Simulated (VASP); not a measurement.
A run of VASP 6.6.1 is set up as follows.

The input POSCAR:

```
Rb
1.0
    5.0882069760      0.0000000000      0.0000000000
   -2.5441034880      4.4065165009      0.0000000000
    0.0000000000      0.0000000000      8.4420579800
Rb
2
Direct
    0.3333333333      0.6666666667      0.2500000000
    0.6666666667      0.3333333333      0.7500000000
```

The input INCAR.step1:

```
PREC = Accurate
ENCUT = 520
ISMEAR = 0
SIGMA = 0.1
LREAL = F
LASPH = T
NELM = 100
NBANDS = 16
GGA = PE
ALGO = Normal
EDIFF = 1E-4
LWAVE = T
LCHARG = F
```

Contents of INCAR.step2:

```
PREC = Accurate
ENCUT = 520
EDIFF = 1E-7
ISMEAR = 0
SIGMA = 0.1
LREAL = F
LASPH = T
NELM = 100
ALGO = Normal
ISIF = 2
LWAVE = F
LCHARG = T
METAGGA = R2SCAN
LMIXTAU = T
LELF = T
LVHAR = T
NBANDS = 16
ISTART = 1
```

The input KPOINTS:

```
regular mesh
0
Gamma
  9 9 6
```

Potentials or basis: VASP PAW PBE potentials, release 64 (Rb_sv).

Run with:

```bash
$ cat potpaw_PBE.64/Rb_sv/POTCAR > POTCAR
$ cp INCAR.step1 INCAR
$ mpirun -np 1 vasp_std > vasp.out
$ cp INCAR.step2 INCAR
$ mpirun -np 1 vasp_std > vasp.out
```

Q: Estimate the pressure.

A: 0.0 GPa.

Q: Predict the band gap on the k mesh.

A: Zero (band 9 reaches 1.05 eV, above the bottom of band 10 at -1.39 eV).

Caveat: the PAW data sets were made with another functional, which shifts forces and pressure a little.
